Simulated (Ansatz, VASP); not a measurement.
One calculation of W, two programs

```xyz
2
Lattice="0.0000 -1.9865 -1.9865 0.0000 1.9865 -1.9865 3.9730 0.0000 0.0000" Properties=species:S:1:pos:R:3 pbc="T T T"
W     1.9457   -0.1212   -1.9865
W     0.0408    0.1212    0.0000
```

Change from the starting cell: mode 4 frozen in at -0.121 Å and mode 6 at -0.041 Å (largest displacements).

Alike in both runs: task single point; functional LDA; k mesh 16 × 16 × 12; occupations gaussian, width 0.15 eV; no spin polarisation.

|  | VASP | Ansatz |
| --- | --- | --- |
| version | VASP 6.6.1 | Ansatz 0.2.0 |
| potentials or method | VASP PAW LDA potentials, release 64 (W_sv), cutoff 500 eV | scalar-relativistic, plane waves, PAW |
| valence electrons in the cell | 28 | 28 |

```tsv
	VASP	Ansatz	Ansatz less VASP
gap on the k mesh at the Fermi level (eV)	none	none	-
pressure (GPa)	6.2	4.4	-1.74
traceless stress, the component that is largest in VASP (GPa)	-3.58	-3.60	-0.015
rms of the force components (eV/Å)	0.813	0.787	-0.0252
```

Ansatz warns that its potentials were made for another functional, while VASP's fit it. LDA's correlation is that of Perdew and Zunger in VASP and of Perdew and Wang (1992) in Ansatz. Atom by atom the forces differ by 0.025 eV/Å (rms over components). A gap of «none» marks a metal or a gap that the smearing closes.

Spin-orbit coupling is off throughout.
